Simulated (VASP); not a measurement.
# KTa (Pmma) in VASP: a series of runs

KTa is run at these levels: PBE; tasks: single point, relaxation of cell and atoms.

Everything below comes from runs of VASP 6.6.1. Logs are shortened: lines on timing, memory, paths and dates and some standing lists are left out, and cuts for length are marked.

### 1 The cell of the first run

It takes space group Pmma (No. 51, orthorhombic). The conventional cell has a = 4.751 Å, b = 2.933 Å, c = 9.838 Å, α = 90.00°, β = 90.00°, γ = 90.00°. Within 3.9 Å of K (site symmetry mm2) lie 2 K at 2.93 Å and 6 Ta at 3.72 to 3.74 Å. Within 3.4 Å of Ta (site symmetry mm2) lie 4 Ta at 2.55 to 2.93 Å.

### 2 Single point, PBE

Input file INCAR:

```
SYSTEM = KTa
  PREC = Accurate
  ENCUT = 520
  EDIFF = 1E-6
  ISMEAR = 0
  SIGMA = 0.1
  LREAL = .False.
  LASPH = .True.
  NELM = 100
  ALGO = Fast
  ISIF = 2
  LWAVE = .False.
  LCHARG = .False.
  GGA = PE
  NBANDS = 28
```

Input file KPOINTS:

```
Automatic mesh
0
Gamma
  4 6 4
  0 0 0
```

Input file POSCAR:

```
KTa
1.0
    4.7512494769      0.0000000000      0.0000000000
    0.0000000000      2.9332144755      0.0000000000
    0.0000000000      0.0000000000      9.8382488175
K Ta
2 2
Direct
    0.7500000000      0.0000000000      0.6997757683
    0.2500000000      0.0000000000      0.3002242317
    0.7500000000      0.5000000000      0.0477086256
    0.2500000000      0.5000000000      0.9522913744
```

Potentials or basis: VASP PAW PBE potentials, release 64 (K_sv, Ta_pv).

Started as:

```bash
$ cat potpaw_PBE.64/K_sv/POTCAR potpaw_PBE.64/Ta_pv/POTCAR > POTCAR
$ mpirun -np 1 vasp_std > vasp.out
```

OUTCAR:

```text
SYSTEM = KTa
   PREC = Accurate
   ENCUT = 520
   EDIFF = 1E-6
   ISMEAR = 0
   LREAL = .False.
   LASPH = .True.
   NELM = 100
   ISIF = 2
   GGA = PE

 ion  position               nearest neighbor table
   1  0.750  0.000  0.700-
   2  0.250  0.000  0.300-
   3  0.750  0.500  0.048-   4 2.55   4 2.55
   4  0.250  0.500  0.952-   3 2.55   3 2.55

  LATTYP: Found a simple orthorhombic cell.
 ALAT       =     2.9332144755
 B/A-ratio  =     1.6198097741
 C/A-ratio  =     3.3540843671

  Lattice vectors:

 A1 = (   0.0000000000,  -2.9332144755,   0.0000000000)
 A2 = (   4.7512494769,   0.0000000000,   0.0000000000)
 A3 = (   0.0000000000,   0.0000000000,   9.8382488175)

Analysis of symmetry for initial positions (statically):
=====================================================================
 Subroutine PRICEL returns:
 Original cell was already a primitive cell.

 Routine SETGRP: Setting up the symmetry group for a
 simple orthorhombic supercell.

 Subroutine GETGRP returns: Found  8 space group operations
 (whereof  4 operations were pure point group operations)
 out of a pool of  8 trial point group operations.

The static configuration has the point symmetry C_2h.
 The point group associated with its full space group is D_2h.

Analysis of symmetry for dynamics (positions and initial velocities):
=====================================================================
 Subroutine PRICEL returns:
 Original cell was already a primitive cell.

 Routine SETGRP: Setting up the symmetry group for a
 simple orthorhombic supercell.

 Subroutine GETGRP returns: Found  8 space group operations
 (whereof  4 operations were pure point group operations)
 out of a pool of  8 trial point group operations.

The dynamic configuration has the point symmetry C_2h.
 The point group associated with its full space group is D_2h.

 Subroutine INISYM returns: Found  8 space group operations
 (whereof  4 operations are pure point group operations),
 and found     1 'primitive' translations

----------------------------------------------------------------------------------------

                                     Primitive cell

  volume of cell :     137.1101

  direct lattice vectors                    reciprocal lattice vectors
     4.751249477  0.000000000  0.000000000     0.210470952  0.000000000  0.000000000
     0.000000000  2.933214475  0.000000000     0.000000000  0.340922905  0.000000000
     0.000000000  0.000000000  9.838248818     0.000000000  0.000000000  0.101644105

  length of vectors
     4.751249477  2.933214475  9.838248818     0.210470952  0.340922905  0.101644105

  position of ions in fractional coordinates (direct lattice)
     0.750000000  0.000000000  0.699775768
     0.250000000  0.000000000  0.300224232
     0.750000000  0.500000000  0.047708626
     0.250000000  0.500000000  0.952291374

  ion indices of the primitive-cell ions
   primitive index   ion index
                 1           1
                 2           2
                 3           3
                 4           4

----------------------------------------------------------------------------------------

 KPOINTS: Automatic mesh

Automatic generation of k-mesh.
 Grid dimensions read from file:
 generate k-points for:    4    6    4

 Generating k-lattice:

  Cartesian coordinates                     Fractional coordinates (reciprocal lattice)
     0.052617738  0.000000000  0.000000000     0.250000000  0.000000000  0.000000000
     0.000000000  0.056820484  0.000000000     0.000000000  0.166666667  0.000000000
     0.000000000  0.000000000  0.025411026     0.000000000  0.000000000  0.250000000

  Length of vectors
     0.052617738  0.056820484  0.025411026

  Shift w.r.t. Gamma in fractional coordinates (k-lattice)
     0.000000000  0.000000000  0.000000000

 Subroutine IBZKPT returns following result:
 ===========================================

 Found     36 irreducible k-points:

 Following reciprocal coordinates:
            Coordinates               Weight
  0.000000  0.000000  0.000000      1.000000
  0.250000  0.000000  0.000000      2.000000
  0.500000  0.000000  0.000000      1.000000
  0.000000  0.166667  0.000000      2.000000
  0.250000  0.166667  0.000000      4.000000
  0.500000  0.166667  0.000000      2.000000
[... 16 lines left out ...]
  0.250000  0.500000  0.250000      4.000000
  0.500000  0.500000  0.250000      2.000000
 [... further k-points ...]
   k-points           NKPTS =     36   k-points in BZ     NKDIM =     36   number of bands    NBANDS=     28
   number of dos      NEDOS =    301   number of ions     NIONS =      4
   total plane-waves  NPLWV =  69120
   dimension x,y,z NGX =    36 NGY =   24 NGZ =   80
   dimension x,y,z NGXF=    72 NGYF=   48 NGZF=  160
   ions per type =               2   2
   NGX,Y,Z   is equivalent  to a cutoff of  12.60, 13.60, 13.52 a.u.
   NGXF,Y,Z  is equivalent  to a cutoff of  25.19, 27.20, 27.04 a.u.
 SYSTEM =  KTa
   PREC   = accura    normal or accurate (medium, high low for compatibility)
   ISTART =      0    job   : 0-new  1-cont  2-samecut
   ICHARG =      2    charge: 1-file 2-atom 10-const
   ISPIN  =      1    spin polarized calculation?
   LNONCOLLINEAR =      F non collinear calculations
   LSORBIT =      F    spin-orbit coupling
   LASPH  =      T    aspherical Exc in radial PAW
   ENCUT  =  520.0 eV  38.22 Ry    6.18 a.u.   8.83  5.45 18.29*2*pi/ulx,y,z
   NELM   =    100;   NELMIN=  2; NELMDL= -5     # of ELM steps
   EDIFF  = 0.1E-05   stopping-criterion for ELM
   LREAL  =      F    real-space projection
   EDIFFG = 0.1E-04   stopping-criterion for IOM
   NSW    =      0    number of steps for IOM
   IBRION =     -1    ionic relax: 0-MD 1-quasi-New 2-CG
   NFREE  =      0    steps in history (QN), initial steepest desc. (CG)
   ISIF   =      2    stress and relaxation
   ISYM   =      2    0-nonsym 1-usesym 2-fastsym
   POTIM  = 0.5000    time-step for ionic-motion
   TEBEG  =    0.0;   TEEND  =   0.0 temperature during run
   PSTRESS=    0.0 pullay stress
   NELECT =      40.0000    total number of electrons
   NUPDOWN=      -1.0000    fix difference up-down
   EMIN   =  10.00;   EMAX   =-10.00  energy-range for DOS
   EFERMI =   0.00;   METHOD = LEGACY
   ISMEAR =     0;   SIGMA  =   0.10  broadening in eV -4-tet -1-fermi 0-gaus
   EFERMI_NEDOS =   21; number of points for ismear=-14 and -15
   IALGO  =     68    algorithm
   IMIX   =      4    mixing-type and parameters
     AMIX     =   0.40;   BMIX     =  1.00
     AMIX_MAG =   1.60;   BMIX_MAG =  1.00
  volume/ion in A,a.u.               =      34.28       231.32
  Fermi-wavevector in a.u.,A,eV,Ry     =   1.085771  2.051810 16.039898  1.178899
  Thomas-Fermi vector in A             =   2.221893
   LORBIT       =      0    0 simple, 1 ext, 2 COOP (PROOUT), +10 PAW based schemes
   GGA     = PE    functional components
   LHFCALC =     F    Hartree Fock is set to
   AEXX    =    0.0000 exact exchange contribution
   IVDW    =     0    specifies the selected vdW correction
   LEPSILON=     F    determine dielectric tensor
   LRPA    =     F    only Hartree local field effects (RPA)
 non-spin polarized calculation
 RMM-DIIS sequential band-by-band and
 Gauss-broadening in eV      SIGMA  =   0.10
  energy-cutoff  :      520.00
  volume of cell :      137.11
 maximum number of plane-waves:      3728
 NGX is ok and might be reduce to    36
   NGX = 17   NGY = 11   NGZ = 37

 number of electron      39.9999997 magnetization

 Free energy of the ion-electron system (eV)
  ---------------------------------------------------
  ext. energy  EPLUGINS =         0.00000000
  ---------------------------------------------------
  free energy    TOTEN  =       -20.96182156 eV

  energy without entropy =      -20.94440803  energy(sigma->0) =      -20.95311479

 E-fermi :   1.7053     XC(G=0):  -8.3339

 val. band max:        1.7027664001   @ k =   0.0000   0.3333   0.5000
 cond. band min:       1.7620231118   @ k =   0.5000   0.5000   0.5000
 fundamental gap:      0.0592567117
 Fermi energy:         1.7053442691

 k-point     1 :       0.0000    0.0000    0.0000
  band No.  band energies     occupation
      1     -33.2199      2.00000
      2     -32.4467      2.00000
      3     -32.3894      2.00000
      4     -32.1643      2.00000
      5     -31.9447      2.00000
      6     -31.4909      2.00000
[... 20 lines left out ...]
     27       5.0285      0.00000
     28       5.2907      0.00000

 k-point     2 :       0.2500    0.0000    0.0000
  band No.  band energies     occupation
      1     -33.0839      2.00000
      2     -32.5378      2.00000
      3     -32.2894      2.00000
      4     -32.1327      2.00000
      5     -31.9774      2.00000
      6     -31.6541      2.00000
[... 20 lines left out ...]
     27       4.8961      0.00000
     28       5.3681      0.00000

 k-point     3 :       0.5000    0.0000    0.0000
  band No.  band energies     occupation
      1     -32.7868      2.00000
      2     -32.7868      2.00000
      3     -32.0555      2.00000
      4     -32.0555      2.00000
      5     -32.0050      2.00000
      6     -32.0050      2.00000
[... 20 lines left out ...]
     27       5.0110      0.00000
     28       5.0120      0.00000

 k-point     4 :       0.0000    0.1667    0.0000
  band No.  band energies     occupation
      1     -33.1996      2.00000
      2     -32.4308      2.00000
      3     -32.3727      2.00000
      4     -32.3298      2.00000
      5     -32.0951      2.00000
      6     -31.4785      2.00000
[... 20 lines left out ...]
     27       5.6660      0.00000
     28       5.7764      0.00000

 k-point     5 :       0.2500    0.1667    0.0000
  band No.  band energies     occupation
      1     -33.0642      2.00000
      2     -32.5212      2.00000
      3     -32.2961      2.00000
      4     -32.2737      2.00000
      5     -32.1298      2.00000
      6     -31.6409      2.00000
[... 20 lines left out ...]
     27       4.5272      0.00000
     28       5.5442      0.00000

 k-point     6 :       0.5000    0.1667    0.0000
  band No.  band energies     occupation
      1     -32.7684      2.00000
      2     -32.7684      2.00000
      3     -32.2140      2.00000
      4     -32.2140      2.00000
      5     -31.9901      2.00000
      6     -31.9901      2.00000
[... 463 lines left out ...]
      5     -31.9612      2.00000
      6     -31.9612      2.00000
[... 20 lines left out ...]
     27       5.0321      0.00000
     28       5.0322      0.00000

 k-point    22 :       0.0000    0.5000    0.2500
  band No.  band energies     occupation
      1     -33.1383      2.00000
      2     -32.8031      2.00000
      3     -32.5276      2.00000
      4     -32.3823      2.00000
      5     -32.3219      2.00000
      6     -31.4412      2.00000
[... 20 lines left out ...]
     27       4.8994      0.00000
     28       5.3948      0.00000

 k-point    23 :       0.2500    0.5000    0.2500
  band No.  band energies     occupation
      1     -33.0041      2.00000
      2     -32.7635      2.00000
      3     -32.5687      2.00000
      4     -32.4705      2.00000
      5     -32.2248      2.00000
      6     -31.6016      2.00000
[... 20 lines left out ...]
     27       5.5537      0.00000
     28       5.7204      0.00000

 k-point    24 :       0.5000    0.5000    0.2500
  band No.  band energies     occupation
      1     -32.7124      2.00000
      2     -32.7124      2.00000
      3     -32.6669      2.00000
      4     -32.6669      2.00000
      5     -31.9467      2.00000
      6     -31.9467      2.00000
[... 20 lines left out ...]
     27       6.6214      0.00000
     28       6.6865      0.00000

 [... further k-points ...]

------------------------ aborting loop because EDIFF is reached ----------------------------------------

  FORCE on cell =-STRESS in cart. coord.  units (eV):
  Direction    XX          YY          ZZ          XY          YZ          ZX
  --------------------------------------------------------------------------------------
  -------------------------------------------------------------------------------------
  Total        0.0679453      0.0629836      0.0668494      0.0000000      0.0000000     -0.0000000
  in kB        0.7939637      0.7359848      0.7811581      0.0000000      0.0000000     -0.0000000
  external PRESSURE =       0.7703689 kB  Pullay stress =       0.0000000 kB

 VOLUME and BASIS-vectors are now :
 -----------------------------------------------------------------------------
  energy-cutoff  :      520.00
  volume of cell :      137.11
      direct lattice vectors                 reciprocal lattice vectors
     4.751249477  0.000000000  0.000000000     0.210470952  0.000000000  0.000000000
     0.000000000  2.933214475  0.000000000     0.000000000  0.340922905  0.000000000
     0.000000000  0.000000000  9.838248818     0.000000000  0.000000000  0.101644105

 POSITION                                       TOTAL-FORCE (eV/Angst)
 -----------------------------------------------------------------------------------
      3.56344      0.00000      6.88457         0.000000     -0.000000      0.002341
      1.18781      0.00000      2.95368         0.000000     -0.000000     -0.002341
      3.56344      1.46661      0.46937        -0.000000     -0.000000      0.029339
      1.18781      1.46661      9.36888         0.000000      0.000000     -0.029339
 -----------------------------------------------------------------------------------
    total drift:                                0.000000     -0.000000      0.000000

  FREE ENERGIE OF THE ION-ELECTRON SYSTEM (eV)
  ---------------------------------------------------
  free  energy   TOTEN  =       -20.9618215592 eV

  energy  without entropy=      -20.9444080263  energy(sigma->0) =      -20.95311479
```

Run time: 2.8 min. Hardware: 1 thread of Intel Xeon Platinum 8488C (Sapphire Rapids), shared host; peak memory 0.31 GiB.

What came out:

| Quantity | Value |
| --- | --- |
| Free energy | -20.9618 eV |
| Pressure | 0.1 GPa |
| Largest force | 0.029 eV/Å |
| Band gap on the k mesh | zero (band 20 reaches 2.49 eV, above the bottom of band 21 at 1.37 eV) |

Forces in eV/Å, atoms in the order of the input:
```
K    0.000  0.000  0.002
K    0.000  0.000 -0.002
Ta   0.000  0.000  0.029
Ta   0.000  0.000 -0.029
```

Caveat: spin-orbit coupling is left out, which moves the levels of the heavy elements.

### 3 Relaxation of cell and atoms, PBE

This run uses another cell than the first one, of 26.75 Å³/atom, 0.780 times its volume.

Input file INCAR:

```
SYSTEM = KTa
PREC     = Accurate       ! precision mode
ENCUT    = 600            ! plane-wave cutoff, eV
EDIFF    = 1E-6           ! SCF threshold, eV
ISMEAR   = 0              ! smearing method
SIGMA    = 0.1            ! smearing width, eV
LREAL    = .FALSE.        ! projectors in reciprocal space
LASPH    = .TRUE.         ! aspherical terms in the spheres
NELM     = 60             ! most SCF steps
ALGO     = Fast           ! electronic algorithm
ISIF     = 3              ! what is computed and relaxed
LWAVE    = .FALSE.        ! write WAVECAR
LCHARG   = .FALSE.        ! write CHGCAR
GGA      = PE             ! functional
IBRION   = 2              ! ionic algorithm
NSW      = 90             ! ionic steps
EDIFFG   = -0.04          ! ionic threshold
```

Input file KPOINTS:

```
Automatic mesh
0
G
  4 6 4
  0 0 0
```

Input file POSCAR:

```
KTa
1.0
    5.4104367900      0.0000000000      0.0000000000
    0.0000000000      3.5804361110      0.0000000000
    0.0000000000      0.0000000000      5.5241014284
K Ta
2 2
Direct
    0.7500000000      0.0000000000      0.6870000000
    0.2500000000      0.0000000000      0.3130000000
    0.7500000000      0.5000000000      0.1880000000
    0.2500000000      0.5000000000      0.8120000000
```

Potentials or basis: VASP PAW PBE potentials, release 64 (K_sv, Ta_pv).

Started as:

```bash
$ cat potpaw_PBE.64/K_sv/POTCAR potpaw_PBE.64/Ta_pv/POTCAR > POTCAR
$ mpirun -np 1 vasp_std > vasp.out
```

Wall time 44 min (1 thread of Intel Xeon Platinum 8488C (Sapphire Rapids), shared host); peak memory 0.37 GiB.

The run converged. Its results:

* Free energy: -20.9025 eV
* Relaxed volume: 32.60 Å³/atom
* Relaxed cell: a = 4.724 Å, b = 2.953 Å, c = 9.347 Å, α = 90.00°, β = 90.00°, γ = 90.00°
* Space group after relaxing (to 0.05 Å): Pmma (No. 51)
* Energy gained by relaxing: 1205.7 meV/atom
* Ionic steps: 25
* Pressure after relaxing: 0.0 GPa
* Largest force after relaxing: 0.029 eV/Å
* Band gap on the k mesh: zero (band 20 reaches 2.67 eV, above the bottom of band 21 at 1.76 eV)

Forces in eV/Å, atoms in the order of the input:
```
K    0.000  0.000  0.026
K    0.000  0.000 -0.026
Ta   0.000  0.000 -0.029
Ta   0.000  0.000  0.029
```

Stress tensor (GPa, compression positive):
```
-0.04  0.00  0.00
 0.00 -0.03  0.00
 0.00  0.00  0.16
```

The path:
```csv
step,energy change (eV),largest force (eV/Å),pressure (GPa),volume (Å³)
1,0.0000,2.2758,0.38,107.01
2,-0.7323,2.2357,-0.24,107.87
3,-2.0540,1.3096,0.01,108.84
4,-3.3429,2.3262,6.57,107.91
5,-3.7330,1.8526,5.52,111.19
6,-4.1360,1.5910,4.87,116.57
7,-4.2575,1.4282,4.85,126.39
8,-4.3096,1.5341,4.70,124.46
9,-4.4966,1.2143,2.09,129.38
10,-4.5823,0.5526,-0.64,135.93
11,-4.6165,0.4259,-0.57,135.71
12,-4.6789,0.3969,-0.29,134.95
13,-4.7309,0.3375,0.31,133.11
14,-4.7277,0.5980,0.04,133.80
15,-4.7343,0.4670,0.15,133.44
16,-4.7673,0.2683,0.01,133.43
17,-4.7798,0.2333,-0.06,133.41
18,-4.7900,0.1983,-0.26,133.34
19,-4.7901,0.2035,-0.20,133.36
20,-4.7905,0.2008,-0.23,133.35
21,-4.8007,0.1762,-0.16,132.74
22,-4.8179,0.0884,0.01,130.87
23,-4.8195,0.0528,0.09,130.04
24,-4.8223,0.0492,0.05,130.26
25,-4.8229,0.0292,0.03,130.40
```

Final structure:
```yaml
crystal:
  lattice:
    - [4.72434, 0.00000, 0.00000]
    - [0.00000, 2.95299, 0.00000]
    - [0.00000, 0.00000, 9.34728]
  atoms:
    - { symbol: K, position: [0.75000, 0.00000, 0.68742] }
    - { symbol: K, position: [0.25000, 0.00000, 0.31258] }
    - { symbol: Ta, position: [0.75000, 0.50000, 0.05449] }
    - { symbol: Ta, position: [0.25000, 0.50000, 0.94551] }
```

Levels at points of the mesh, in eV from the Fermi level:
```csv
k point,band 18,band 19,band 20,band 21,band 22,band 23
"(0.00, 0.00, 0.00)",-1.41,-1.15,-0.31,-0.09,0.81,0.99
"(0.50, 0.00, 0.00)",-2.11,-0.63,-0.63,0.56,0.56,0.97
"(0.00, 0.50, 0.00)",-0.68,0.27,0.59,0.99,1.42,1.46
"(0.50, 0.50, 0.00)",-1.31,0.04,0.04,0.15,0.15,1.81
"(0.00, 0.00, 0.50)",-1.33,-0.84,-0.51,-0.10,0.81,1.31
"(0.50, 0.00, 0.50)",-2.08,-0.50,-0.50,-0.14,-0.14,1.77
"(0.00, 0.50, 0.50)",-0.68,0.19,0.75,0.96,1.44,2.05
"(0.50, 0.50, 0.50)",-1.30,-0.06,-0.06,0.15,0.15,2.41
```

Caveat: the volume moved by over 15 % at a fixed basis, so the end points are rough; spin-orbit coupling is left out, which moves the levels of the heavy elements.
